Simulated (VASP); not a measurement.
# SnO (Cmc2_1) in VASP: notebook

Runs on SnO. Level: PBE. Tasks: single point.

All numbers are computed with VASP 6.6.1; they aren't measurements. Logs are shortened: lines on timing, memory, paths and dates and some standing lists are left out, and cuts for length are marked.

## Step 1: The cell of the first run

The typed cell holds 8 atoms: a = 3.824 Å, b = 3.824 Å, c = 11.194 Å, α = 90.00°, β = 90.00°, γ = 97.68°.

## Step 2: Single point, PBE (20.27 Å³/atom)

INCAR

```
PREC = Accurate
ENCUT = 520
EDIFF = 1E-6
ISMEAR = -1
SIGMA = 0.02
LREAL = F
LASPH = T
NELM = 80
ALGO = Normal
ISIF = 2
LWAVE = F
LCHARG = F
GGA = PE
NBANDS = 50
```

KPOINTS

```
regular mesh
0
Gamma
  8 8 3
```

POSCAR

```
SnO
1.0
    2.5165567739     -2.8789409493      0.0000000000
    2.5165567739      2.8789409493      0.0000000000
    0.0000000000      0.0000000000     11.1936445303
Sn O
4 4
Direct
    0.0000117757     -0.0000117757     -0.0155165056
   -0.0000117757      0.0000117757      0.4844834944
    0.4998645511      0.5001354489      0.2725135265
    0.5001354489      0.4998645511      0.7725135265
    0.9999871816      0.4999827670      0.3785014896
    0.0000128184      0.5000172330      0.8785014896
    0.5000172330      0.0000128184      0.3785014896
    0.4999827670      0.9999871816      0.8785014896
```

Potentials or basis: VASP PAW PBE potentials, release 64 (Sn_d, O).

Command:

```sh
$ cat potpaw_PBE.64/Sn_d/POTCAR potpaw_PBE.64/O/POTCAR > POTCAR
$ mpirun -np 1 vasp_std > vasp.out
```

OUTCAR:

```text
PREC = Accurate
   ENCUT = 520
   EDIFF = 1E-6
   ISMEAR = -1
   LREAL = F
   LASPH = T
   NELM = 80
   ISIF = 2
   GGA = PE

 ion  position               nearest neighbor table
   1  0.000  1.000  0.984-   6 2.25   8 2.25   6 2.25   8 2.25   4 3.46   4 3.46   4 3.73   4 3.73

   2  1.000  0.000  0.484-   5 2.25   7 2.25   7 2.25   5 2.25   3 3.46   3 3.46   3 3.73   3 3.73

   3  0.500  0.500  0.273-   5 2.25   7 2.25   5 2.25   7 2.25   2 3.46   2 3.46   2 3.73   2 3.73

   4  0.500  0.500  0.773-   6 2.25   8 2.25   8 2.25   6 2.25   1 3.46   1 3.46   1 3.73   1 3.73

   5  1.000  0.500  0.379-   3 2.25   2 2.25   2 2.25   3 2.25
   6  0.000  0.500  0.879-   4 2.25   1 2.25   1 2.25   4 2.25
   7  0.500  0.000  0.379-   3 2.25   2 2.25   2 2.25   3 2.25
   8  0.500  1.000  0.879-   4 2.25   1 2.25   1 2.25   4 2.25

  LATTYP: Found a base centered orthorhombic cell.
 ALAT       =     5.0331135478
 B/A-ratio  =     1.1440000000
 C/A-ratio  =     2.2240000000

  Lattice vectors:

 A1 = (   2.5165567739,  -2.8789409493,   0.0000000000)
 A2 = (   2.5165567739,   2.8789409493,   0.0000000000)
 A3 = (   0.0000000000,   0.0000000000,  11.1936445303)

Analysis of symmetry for initial positions (statically):
=====================================================================
 Subroutine PRICEL returns:
 Original cell was already a primitive cell.

 Routine SETGRP: Setting up the symmetry group for a
 base centered orthorhombic supercell.

 Subroutine GETGRP returns: Found  4 space group operations
 (whereof  2 operations were pure point group operations)
 out of a pool of  8 trial point group operations.

The static configuration has the point symmetry C_1h.
 The point group associated with its full space group is C_2v.

Analysis of symmetry for dynamics (positions and initial velocities):
=====================================================================
 Subroutine PRICEL returns:
 Original cell was already a primitive cell.

 Routine SETGRP: Setting up the symmetry group for a
 base centered orthorhombic supercell.

 Subroutine GETGRP returns: Found  4 space group operations
 (whereof  2 operations were pure point group operations)
 out of a pool of  8 trial point group operations.

The dynamic configuration has the point symmetry C_1h.
 The point group associated with its full space group is C_2v.

 Subroutine INISYM returns: Found  4 space group operations
 (whereof  2 operations are pure point group operations),
 and found     1 'primitive' translations

----------------------------------------------------------------------------------------

                                     Primitive cell

  volume of cell :     162.1963

  direct lattice vectors                    reciprocal lattice vectors
     2.516556774 -2.878940949  0.000000000     0.198684172 -0.173674976  0.000000000
     2.516556774  2.878940949  0.000000000     0.198684172  0.173674976  0.000000000
     0.000000000  0.000000000 11.193644530     0.000000000  0.000000000  0.089336408

  length of vectors
     3.823788564  3.823788564 11.193644530     0.263890882  0.263890882  0.089336408

  position of ions in fractional coordinates (direct lattice)
     0.000011776  0.999988224  0.984483494
     0.999988224  0.000011776  0.484483494
     0.499864551  0.500135449  0.272513526
     0.500135449  0.499864551  0.772513526
     0.999987182  0.499982767  0.378501490
     0.000012818  0.500017233  0.878501490
     0.500017233  0.000012818  0.378501490
     0.499982767  0.999987182  0.878501490

  ion indices of the primitive-cell ions
   primitive index   ion index
                 1           1
                 2           2
                 3           3
                 4           4
                 5           5
                 6           6
                 7           7
                 8           8

----------------------------------------------------------------------------------------

 KPOINTS: regular mesh

Automatic generation of k-mesh.
 Grid dimensions read from file:
 generate k-points for:    8    8    3

 Generating k-lattice:

  Cartesian coordinates                     Fractional coordinates (reciprocal lattice)
     0.024835522 -0.021709372  0.000000000     0.125000000  0.000000000  0.000000000
     0.024835522  0.021709372  0.000000000     0.000000000  0.125000000  0.000000000
     0.000000000  0.000000000  0.029778803     0.000000000  0.000000000  0.333333333

  Length of vectors
     0.032986360  0.032986360  0.029778803

  Shift w.r.t. Gamma in fractional coordinates (k-lattice)
     0.000000000  0.000000000  0.000000000

 Subroutine IBZKPT returns following result:
 ===========================================

 Found     42 irreducible k-points:

 Following reciprocal coordinates:
            Coordinates               Weight
  0.000000  0.000000  0.000000      1.000000
  0.125000  0.000000  0.000000      4.000000
  0.250000  0.000000  0.000000      4.000000
  0.375000  0.000000  0.000000      4.000000
  0.500000  0.000000  0.000000      2.000000
  0.125000  0.125000  0.000000      2.000000
[... 16 lines left out ...]
  0.125000  0.000000  0.333333      8.000000
  0.250000  0.000000  0.333333      8.000000
 [... further k-points ...]
   k-points           NKPTS =     42   k-points in BZ     NKDIM =     42   number of bands    NBANDS=     50
   number of dos      NEDOS =    301   number of ions     NIONS =      8
   total plane-waves  NPLWV =  65856
   dimension x,y,z NGX =    28 NGY =   28 NGZ =   84
   dimension x,y,z NGXF=    56 NGYF=   56 NGZF=  168
   ions per type =               4   4
   NGX,Y,Z   is equivalent  to a cutoff of  12.17, 12.17, 12.48 a.u.
   NGXF,Y,Z  is equivalent  to a cutoff of  24.35, 24.35, 24.95 a.u.
 SYSTEM =  unknown system
   PREC   = accura    normal or accurate (medium, high low for compatibility)
   ISTART =      0    job   : 0-new  1-cont  2-samecut
   ICHARG =      2    charge: 1-file 2-atom 10-const
   ISPIN  =      1    spin polarized calculation?
   LNONCOLLINEAR =      F non collinear calculations
   LSORBIT =      F    spin-orbit coupling
   LASPH  =      T    aspherical Exc in radial PAW
   ENCUT  =  520.0 eV  38.22 Ry    6.18 a.u.   7.11  7.11 20.81*2*pi/ulx,y,z
   NELM   =     80;   NELMIN=  2; NELMDL= -5     # of ELM steps
   EDIFF  = 0.1E-05   stopping-criterion for ELM
   LREAL  =      F    real-space projection
   EDIFFG = 0.1E-04   stopping-criterion for IOM
   NSW    =      0    number of steps for IOM
   IBRION =     -1    ionic relax: 0-MD 1-quasi-New 2-CG
   NFREE  =      0    steps in history (QN), initial steepest desc. (CG)
   ISIF   =      2    stress and relaxation
   ISYM   =      2    0-nonsym 1-usesym 2-fastsym
   POTIM  = 0.5000    time-step for ionic-motion
   TEBEG  =    0.0;   TEEND  =   0.0 temperature during run
   PSTRESS=    0.0 pullay stress
   NELECT =      80.0000    total number of electrons
   NUPDOWN=      -1.0000    fix difference up-down
   EMIN   =  10.00;   EMAX   =-10.00  energy-range for DOS
   EFERMI =   0.00;   METHOD = LEGACY
   ISMEAR =    -1;   SIGMA  =   0.02  broadening in eV -4-tet -1-fermi 0-gaus
   EFERMI_NEDOS =   21; number of points for ismear=-14 and -15
   IALGO  =     38    algorithm
   IMIX   =      4    mixing-type and parameters
     AMIX     =   0.40;   BMIX     =  1.00
     AMIX_MAG =   1.60;   BMIX_MAG =  1.00
  volume/ion in A,a.u.               =      20.27       136.82
  Fermi-wavevector in a.u.,A,eV,Ry     =   1.293474  2.444312 22.763580  1.673076
  Thomas-Fermi vector in A             =   2.425118
   LORBIT       =      0    0 simple, 1 ext, 2 COOP (PROOUT), +10 PAW based schemes
   GGA     = PE    functional components
   LHFCALC =     F    Hartree Fock is set to
   AEXX    =    0.0000 exact exchange contribution
   IVDW    =     0    specifies the selected vdW correction
   LEPSILON=     F    determine dielectric tensor
   LRPA    =     F    only Hartree local field effects (RPA)
 non-spin polarized calculation
  energy-cutoff  :      520.00
  volume of cell :      162.20
 maximum number of plane-waves:      4412
   NGX = 15   NGY = 15   NGZ = 41

 number of electron      80.0000014 magnetization

 Free energy of the ion-electron system (eV)
  ---------------------------------------------------
  ext. energy  EPLUGINS =         0.00000000
  ---------------------------------------------------
  free energy    TOTEN  =       -44.73479350 eV

  energy without entropy =      -44.73479350  energy(sigma->0) =      -44.73479350

 E-fermi :   5.8395     XC(G=0):  -9.4058

 val. band max:        5.4094531731   @ k =   0.0000   0.0000   0.0000
 cond. band min:       6.2376202107   @ k =   0.5000   0.5000   0.0000
 fundamental gap:      0.8281670376
 Fermi energy:         5.8394530985

 k-point     1 :       0.0000    0.0000    0.0000
  band No.  band energies     occupation
      1     -16.2212      2.00000
      2     -16.2186      2.00000
      3     -15.9032      2.00000
      4     -15.8920      2.00000
      5     -15.8883      2.00000
      6     -15.8855      2.00000
[... 42 lines left out ...]
     49      10.9928      0.00000
     50      11.3077      0.00000

 k-point     2 :       0.1250    0.0000    0.0000
  band No.  band energies     occupation
      1     -16.2153      2.00000
      2     -16.2131      2.00000
      3     -15.8997      2.00000
      4     -15.8902      2.00000
      5     -15.8886      2.00000
      6     -15.8856      2.00000
[... 42 lines left out ...]
     49      10.9420      0.00000
     50      11.0721      0.00000

 k-point     3 :       0.2500    0.0000    0.0000
  band No.  band energies     occupation
      1     -16.1988      2.00000
      2     -16.1978      2.00000
      3     -15.9569      2.00000
      4     -15.9519      2.00000
      5     -15.8904      2.00000
      6     -15.8856      2.00000
[... 42 lines left out ...]
     49      11.0179      0.00000
     50      11.1442      0.00000

 k-point     4 :       0.3750    0.0000    0.0000
  band No.  band energies     occupation
      1     -16.1713      2.00000
      2     -16.1704      2.00000
      3     -16.0530      2.00000
      4     -16.0486      2.00000
      5     -15.8800      2.00000
      6     -15.8791      2.00000
[... 999 lines left out ...]
 k-point    23 :       0.1250    0.0000    0.3333
  band No.  band energies     occupation
      1     -16.2148      2.00000
      2     -16.2137      2.00000
      3     -15.8976      2.00000
      4     -15.8929      2.00000
      5     -15.8877      2.00000
      6     -15.8863      2.00000
[... 42 lines left out ...]
     49      10.8179      0.00000
     50      11.6602      0.00000

 k-point    24 :       0.2500    0.0000    0.3333
  band No.  band energies     occupation
      1     -16.1985      2.00000
      2     -16.1981      2.00000
      3     -15.9557      2.00000
      4     -15.9532      2.00000
      5     -15.8893      2.00000
      6     -15.8869      2.00000
[... 42 lines left out ...]
     49      10.6298      0.00000
     50      10.7115      0.00000

 [... further k-points ...]

------------------------ aborting loop because EDIFF is reached ----------------------------------------

  FORCE on cell =-STRESS in cart. coord.  units (eV):
  Direction    XX          YY          ZZ          XY          YZ          ZX
  --------------------------------------------------------------------------------------
  -------------------------------------------------------------------------------------
  Total       11.8774879     -6.9372377     -0.4957732      0.0000000      0.0000000      0.0000000
  in kB      117.3259780    -68.5261228     -4.8972542      0.0000000      0.0000000      0.0000000
  external PRESSURE =      14.6342003 kB  Pullay stress =       0.0000000 kB

 VOLUME and BASIS-vectors are now :
 -----------------------------------------------------------------------------
  energy-cutoff  :      520.00
  volume of cell :      162.20
      direct lattice vectors                 reciprocal lattice vectors
     2.516556774 -2.878940949  0.000000000     0.198684172 -0.173674976  0.000000000
     2.516556774  2.878940949  0.000000000     0.198684172  0.173674976  0.000000000
     0.000000000  0.000000000 11.193644530     0.000000000  0.000000000  0.089336408

 POSITION                                       TOTAL-FORCE (eV/Angst)
 -----------------------------------------------------------------------------------
      2.51656      2.87887     11.01996         0.000000     -0.000006      0.083279
      2.51656     -2.87887      5.42314         0.000000      0.000006      0.083279
      2.51656      0.00078      3.05042         0.000000     -0.002563     -0.082561
      2.51656     -0.00078      8.64724         0.000000      0.002563     -0.082561
      3.77476     -1.43948      4.23681         0.000462      0.001256     -0.000359
      1.25835      1.43948      9.83363        -0.000462     -0.001256     -0.000359
      1.25835     -1.43948      4.23681        -0.000462      0.001256     -0.000359
      3.77476      1.43948      9.83363         0.000462     -0.001256     -0.000359
 -----------------------------------------------------------------------------------
    total drift:                                0.000000     -0.000000      0.000091

  FREE ENERGIE OF THE ION-ELECTRON SYSTEM (eV)
  ---------------------------------------------------
  free  energy   TOTEN  =       -44.7347935049 eV

  energy  without entropy=      -44.7347935049  energy(sigma->0) =      -44.73479350
```

Run time: 2.4 min. Hardware: 1 thread of Intel Xeon Platinum 8481C at 2.70GHz (Sapphire Rapids), shared host; peak memory 0.39 GiB.

What came out:

| Item | Value |
| --- | --- |
| Free energy | -44.7348 eV |
| Pressure | 1.5 GPa |
| Largest force | 0.083 eV/Å |
| Band gap on the k mesh | 0.83 eV |

Forces on the atoms (eV/Å):
```
Sn   0.000  0.000  0.083
Sn   0.000  0.000  0.083
Sn   0.000 -0.003 -0.083
Sn   0.000  0.003 -0.083
O    0.000  0.001  0.000
O    0.000 -0.001  0.000
O    0.000  0.001  0.000
O    0.000 -0.001  0.000
```

Stress tensor (GPa, compression positive):
```
11.73  0.00  0.00
 0.00 -6.85  0.00
 0.00  0.00 -0.49
```

Caveat: spin-orbit coupling is left out, which moves the levels of the heavy elements; an odd mesh through Γ misses points on the zone boundary, where band edges can lie.

## Step 3: Single point, PBE (z stretched by +2 %, then relaxed in part)

INCAR

```
SYSTEM = SnO
PREC     = Accurate       ! precision mode
ENCUT    = 520            ! plane-wave cutoff, eV
EDIFF    = 1E-7           ! SCF threshold, eV
ISMEAR   = -1             ! smearing method
SIGMA    = 0.02           ! smearing width, eV
LREAL    = .False.        ! projectors in reciprocal space
LASPH    = .True.         ! aspherical terms in the spheres
NELM     = 80             ! most SCF steps
ALGO     = Normal         ! electronic algorithm
ISIF     = 2              ! what is computed and relaxed
LWAVE    = .False.        ! write WAVECAR
LCHARG   = .False.        ! write CHGCAR
GGA      = PE             ! functional
NBANDS   = 50             ! bands
```

KPOINTS

```
Automatic mesh
0
Gamma
  8 8 3
  0 0 0
```

POSCAR

```
SnO
1.0
    2.5000000000     -2.8600000000      0.0000000000
    2.5000000000      2.8600000000      0.0000000000
    0.0000000000      0.0000000000     11.3424000000
Sn O
4 4
Direct
    0.0000061129     -0.0000061129     -0.0161827270
   -0.0000061129      0.0000061129      0.4838172730
    0.4998717026      0.5001282974      0.2731798913
    0.5001282974      0.4998717026      0.7731798913
    0.9999906989      0.4999793430      0.3785014179
    0.0000093011      0.5000206570      0.8785014179
    0.5000206570      0.0000093011      0.3785014179
    0.4999793430      0.9999906989      0.8785014179
```

Potentials or basis: VASP PAW PBE potentials, release 64 (Sn_d, O).

Command:

```sh
$ cat potpaw_PBE.64/Sn_d/POTCAR potpaw_PBE.64/O/POTCAR > POTCAR
$ mpirun -np 1 vasp_std > vasp.out
```

Run time: 2.4 min. Hardware: 1 thread of Intel Xeon Platinum 8481C at 2.70GHz (Sapphire Rapids), shared host; peak memory 0.4 GiB.

Results (log left out):

```yaml
Free_energy: -44.6869 eV
Pressure: 2.1 GPa
Largest_force: 0.089 eV/Å
Band_gap_on_the_k_mesh: 0.87 eV
```

Forces in eV/Å, atoms in the order of the input:
```
Sn   0.000  0.000  0.089
Sn   0.000  0.000  0.089
Sn   0.000 -0.003 -0.088
Sn   0.000  0.003 -0.088
O    0.000  0.001  0.000
O    0.000 -0.001  0.000
O    0.000  0.001  0.000
O    0.000 -0.001  0.000
```

Stress tensor (GPa, compression positive):
```
12.77  0.00  0.00
 0.00 -5.94  0.00
 0.00  0.00 -0.45
```

Levels at points of the mesh, in eV from the valence-band top:
| k point | band 37 | band 38 | band 39 | band 40 | band 41 | band 42 | band 43 | band 44 |
| --- | --- | --- | --- | --- | --- | --- | --- | --- |
| (0.00, 0.00, 0.00) | -2.03 | -1.61 | -1.60 | 0.00 | 1.66 | 2.25 | 3.56 | 3.72 |
| (0.50, 0.00, 0.00) | -2.05 | -2.05 | -1.50 | -1.50 | 2.06 | 2.06 | 2.63 | 2.63 |
| (0.50, 0.50, 0.00) | -1.74 | -1.38 | -1.20 | -1.20 | 0.87 | 1.29 | 2.73 | 3.04 |

Caveat: the cell differs from its parent crystal (z stretched by +2 %, then relaxed in part); spin-orbit coupling is left out, which moves the levels of the heavy elements; an odd mesh through Γ misses points on the zone boundary, where band edges can lie.

## Step 4: Single point, PBE

This run uses another cell than the first one, of 19.88 Å³/atom.

INCAR

```
ALGO = Normal ; EDIFF = 1E-7
ENCUT = 520 ; GGA = PE
ISIF = 2 ; ISMEAR = -1
LASPH = T ; LCHARG = F
LREAL = F ; LWAVE = F
NBANDS = 50 ; NELM = 60
PREC = Accurate ; SIGMA = 0.05
```

KPOINTS

```
k-points
0
Gamma
  12 12 5
```

POSCAR

```
SnO
1.0
    2.5000000000     -2.8600000000      0.0000000000
    2.5000000000      2.8600000000      0.0000000000
    0.0000000000      0.0000000000     11.1200000000
Sn O
4 4
Direct
    0.0000644665     -0.0000644665     -0.0141813990
   -0.0000644665      0.0000644665      0.4858186010
    0.4996782160      0.5003217840      0.2711709670
    0.5003217840      0.4996782160      0.7711709670
    0.9998128415      0.5000024962      0.3785052160
    0.0001871585      0.4999975038      0.8785052160
    0.4999975038      0.0001871585      0.3785052160
    0.5000024962      0.9998128415      0.8785052160
```

Command:

```sh
$ cat potpaw_PBE.64/Sn_d/POTCAR potpaw_PBE.64/O/POTCAR > POTCAR
$ mpirun -np 1 vasp_std > vasp.out
```

Wall time 28 min (1 thread of Oxide Virtual Turin-like, shared host); peak memory 0.73 GiB.

The run converged. Its results:

```yaml
Free_energy: -44.7003 eV
Pressure: 2.3 GPa
Largest_force: 0.090 eV/Å
Band_gap_on_the_k_mesh: 0.69 eV
```

Forces in eV/Å, atoms in the order of the input:
```
Sn   0.000  0.000  0.090
Sn   0.000  0.000  0.090
Sn   0.000 -0.004 -0.087
Sn   0.000  0.004 -0.087
O    0.007  0.002 -0.001
O   -0.007 -0.002 -0.001
O   -0.007  0.002 -0.001
O    0.007 -0.002 -0.001
```

Stress tensor (GPa, compression positive):
```
13.18  0.00  0.00
 0.00 -5.99  0.00
 0.00  0.00 -0.35
```

Levels at points of the mesh, in eV from the valence-band top:
| k point | band 37 | band 38 | band 39 | band 40 | band 41 | band 42 | band 43 | band 44 |
| --- | --- | --- | --- | --- | --- | --- | --- | --- |
| (0.00, 0.00, 0.00) | -2.14 | -1.70 | -1.69 | 0.00 | 1.64 | 2.18 | 3.55 | 3.60 |
| (0.50, 0.00, 0.00) | -2.19 | -2.19 | -1.58 | -1.58 | 2.03 | 2.04 | 2.63 | 2.63 |
| (0.50, 0.50, 0.00) | -1.78 | -1.47 | -1.29 | -1.29 | 0.69 | 1.11 | 2.59 | 3.07 |

Caveat: spin-orbit coupling is left out, which moves the levels of the heavy elements; an odd mesh through Γ misses points on the zone boundary, where band edges can lie.

(Continued in part 2 of 2.)
